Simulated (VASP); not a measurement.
Crystal: SbS3.

```xyz
4
Lattice="0.0000 4.0672 4.0672 4.0672 0.0000 4.0672 4.0672 4.0672 0.0000" Properties=species:S:1:pos:R:3 pbc="T T T"
Sb    0.0000    0.0000    0.0000
S     2.0336    2.0336    2.0336
S     6.1008    6.1008    6.1008
S     4.0672    4.0672    4.0672
```

| Item | Value |
| --- | --- |
| Program | VASP 6.6.1 |
| Task | relaxation of cell and atoms |
| Functional | PBE |
| Potentials or basis | VASP PAW PBE potentials, release 64 (Sb, S) |
| Cutoff | 600 eV |
| k mesh | 4 × 4 × 4 |
| Occupations | gaussian, width 0.1 eV |
| Spin | no spin polarisation |

At the start: pressure -11.7 GPa; volume 33.64 Å³/atom.

How do energy, volume and symmetry change on relaxing?

Over 5 steps the energy falls by 961.1 meV/atom and the volume is 18.76 Å³/atom (-44.2 %); space group Fm-3m (No. 225, to 0.05 Å).

Step by step:
```
step  energy change (eV)  largest force (eV/Å)  pressure (GPa)  volume (Å³)
   1              0.0000                0.0000          -11.68       134.56
   2             -3.1741                0.0000          -10.16        92.23
   3             -3.8292                0.0000           -2.16        77.08
   4             -3.8424                0.0000            0.89        74.04
   5             -3.8445                0.0000           -0.17        75.02
```

Final structure:
```cif
data_structure
_symmetry_space_group_name_H-M 'P 1'
_symmetry_Int_Tables_number 1
_cell_length_a 4.7341
_cell_length_b 4.7341
_cell_length_c 4.7341
_cell_angle_alpha 60.000
_cell_angle_beta 60.000
_cell_angle_gamma 60.000
_cell_volume 75.02
loop_
_atom_site_label
_atom_site_type_symbol
_atom_site_fract_x
_atom_site_fract_y
_atom_site_fract_z
_atom_site_occupancy
Sb1 Sb 0.00000 0.00000 0.00000 1
S1 S 0.25000 0.25000 0.25000 1
S2 S 0.75000 0.75000 0.75000 1
S3 S 0.50000 0.50000 0.50000 1
```

Caveat: the volume moved by over 15 % at a fixed basis, so the end points are rough.
